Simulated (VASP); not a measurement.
# BaTiO3 (Pm) in VASP: notebook, part 2 of 2

VASP 6.6.1. Earlier steps stand in the parts before.

**3. Single point, PBE+U (atom 3 (O) moved by (-0.450, -0.225) A along y and z)**

INCAR

```
SYSTEM = BaTiO3
PREC = Accurate ; ENCUT = 520
EDIFF = 1E-6 ; ISMEAR = 0
SIGMA = 0.05 ; LREAL = .False.
LASPH = .True. ; NELM = 150
ALGO = Normal ; ISIF = 2
LWAVE = .False. ; LCHARG = .False.
LMAXMIX = 4 ; LDAU = .True.
LDAUTYPE = 2 ; LDAUL = -1 2 -1
LDAUU = 0 4 0 ; LDAUJ = 0 0 0
LDAUPRINT = 1 ; GGA = PE
NBANDS = 28
```

KPOINTS

```
regular mesh
0
Gamma
  6 6 6
  0 0 0
```

POSCAR

```
BaTiO3
1.0
    4.0082194129      0.0000000000      0.0000000000
    0.0000000000      2.8732814832      2.8859184405
    0.0000000000     -2.8732814832      2.8859184405
Ba Ti O
1 1 3
Direct
    0.0000000000      0.0080771898      0.0080771898
    0.5000000000      0.5197092923      0.5197092923
    0.0000000000      0.3743367581      0.5309521132
    0.5000000000      0.4938075436      0.9829991481
    0.5000000000      0.9829991481      0.4938075436
```

Potentials or basis: VASP PAW PBE potentials, release 64 (Ba_sv, Ti_sv, O).

Run with:

```bash
$ cat potpaw_PBE.64/Ba_sv/POTCAR potpaw_PBE.64/Ti_sv/POTCAR potpaw_PBE.64/O/POTCAR > POTCAR
$ mpirun -np 1 vasp_std > vasp.out
```

OUTCAR:

```text
SYSTEM = BaTiO3
   PREC = Accurate
   ENCUT = 520
   EDIFF = 1E-6
   ISMEAR = 0
   LREAL = .False.
   LASPH = .True.
   NELM = 150
   ISIF = 2
   GGA = PE

 ion  position               nearest neighbor table
   1  0.000  0.008  0.008-   3 2.44   3 2.61   4 2.82   5 2.82   4 2.82   5 2.82   5 2.90   4 2.90
                             5 2.90   4 2.90   3 3.24   3 3.34   2 3.46   2 3.46   2 3.50   2 3.50
   2  0.500  0.520  0.520-   4 1.89   5 1.89   3 2.09   3 2.09   5 2.19   4 2.19   1 3.46   1 3.46
                             1 3.50   1 3.50   1 3.50   1 3.50   1 3.57   1 3.57
   3  0.000  0.374  0.531-   2 2.09   2 2.09   1 2.44   1 2.61   1 3.24   1 3.34
   4  0.500  0.494  0.983-   2 1.89   2 2.19   1 2.82   1 2.82   1 2.90   1 2.90
   5  0.500  0.983  0.494-   2 1.89   2 2.19   1 2.82   1 2.82   1 2.90   1 2.90

  LATTYP: Found a base centered orthorhombic cell.
 ALAT       =     5.7465629664
 B/A-ratio  =     1.0043980923
 C/A-ratio  =     0.6974985633

  Lattice vectors:

 A1 = (   0.0000000000,   2.8732814832,  -2.8859184405)
 A2 = (   0.0000000000,   2.8732814832,   2.8859184405)
 A3 = (   4.0082194129,   0.0000000000,   0.0000000000)

[... 221 lines left out ...]
 cond. band min:       6.0808387723   @ k =   0.0000   0.0000   0.0000
 fundamental gap:      2.3516377841
 Fermi energy:         4.0923945654

 k-point     1 :       0.0000    0.0000    0.0000
  band No.  band energies     occupation
      1     -54.0491      2.00000
      2     -30.2544      2.00000
      3     -30.2040      2.00000
      4     -30.1907      2.00000
      5     -21.0782      2.00000
      6     -13.2103      2.00000
[... 733 lines left out ...]
     27      11.4488      0.00000
     28      11.6665      0.00000

 [... further k-points ...]

------------------------ aborting loop because EDIFF is reached ----------------------------------------

  FORCE on cell =-STRESS in cart. coord.  units (eV):
  Direction    XX          YY          ZZ          XY          YZ          ZX
  --------------------------------------------------------------------------------------
  -------------------------------------------------------------------------------------
  Total        0.9149492      2.8816297      2.2653041      0.0000000     -0.7947569      0.0000000
  in kB       22.0528055     69.4552443     54.6000932      0.0000000    -19.1558395      0.0000000
  external PRESSURE =      48.7027143 kB  Pullay stress =       0.0000000 kB

 VOLUME and BASIS-vectors are now :
 -----------------------------------------------------------------------------
  energy-cutoff  :      520.00
  volume of cell :       66.47
      direct lattice vectors                 reciprocal lattice vectors
     4.008219413  0.000000000  0.000000000     0.249487340  0.000000000  0.000000000
     0.000000000  2.873281483  2.885918440     0.000000000  0.174017061  0.173255070
     0.000000000 -2.873281483  2.885918440     0.000000000 -0.174017061  0.173255070

 POSITION                                       TOTAL-FORCE (eV/Angst)
 -----------------------------------------------------------------------------------
      0.00000      0.00000      0.04662         0.000000     -0.749256     -0.205227
      2.00411      0.00000      2.99968         0.000000     -0.788726     -0.962672
      0.00000     -0.45000      2.61259         0.000000      2.891217      1.292085
      2.00411     -1.40559      4.26194         0.000000     -0.482183      0.849456
      2.00411      1.40559      4.26194         0.000000     -0.871052     -0.973642
 -----------------------------------------------------------------------------------
    total drift:                                0.000000      0.000164     -0.000255

  FREE ENERGIE OF THE ION-ELECTRON SYSTEM (eV)
  ---------------------------------------------------
  free  energy   TOTEN  =       -36.5734617453 eV

  energy  without entropy=      -36.5734617453  energy(sigma->0) =      -36.57346175
```

stdout:

```text
POSCAR found type information on POSCAR BaTiO
 POSCAR found :  3 types and       5 ions
 scaLAPACK will be used
 LDA part: xc-table for (Slater+PW92), standard interpolation
 POSCAR, INCAR and KPOINTS ok, starting setup
 FFT: planning ... GRIDC
 FFT: planning ... GRID_SOFT
 FFT: planning ... GRID
 WAVECAR not read
 entering main loop
```

Run time: 2.1 min. Hardware: 1 thread of Intel Xeon Platinum 8488C (Sapphire Rapids), shared host; peak memory 0.27 GiB.

Results:

```yaml
Free_energy: -36.5735 eV
Pressure: 4.9 GPa
Largest_force: 3.167 eV/Å
Band_gap_on_the_k_mesh: 2.35 eV (least direct gap 2.75 eV)
```

Forces on the atoms (eV/Å):
```
Ba   0.000 -0.749 -0.205
Ti   0.000 -0.789 -0.963
O    0.000  2.891  1.292
O    0.000 -0.482  0.849
O    0.000 -0.871 -0.974
```

Stress tensor (GPa, compression positive):
```
 2.21  0.00  0.00
 0.00  6.95 -1.92
 0.00 -1.92  5.46
```

Eigenvalues of the final occupation matrices:
| site | spin | trace | eigenvalues |
| --- | --- | --- | --- |
| site 2 d | 1 | 0.80 | 0.10 0.12 0.12 0.22 0.24 |
| site 2 d | 2 | 0.80 | 0.10 0.12 0.12 0.22 0.24 |

Caveat: the cell differs from its parent crystal (atom 3 (O) moved by (-0.450, -0.225) A along y and z); the cell stands under pressure; spin-orbit coupling is left out, which moves the levels of the heavy elements; forces of over 1 eV/Å act on the atoms, so gaps and moduli don't describe the material at rest. A k mesh can miss the band edges.
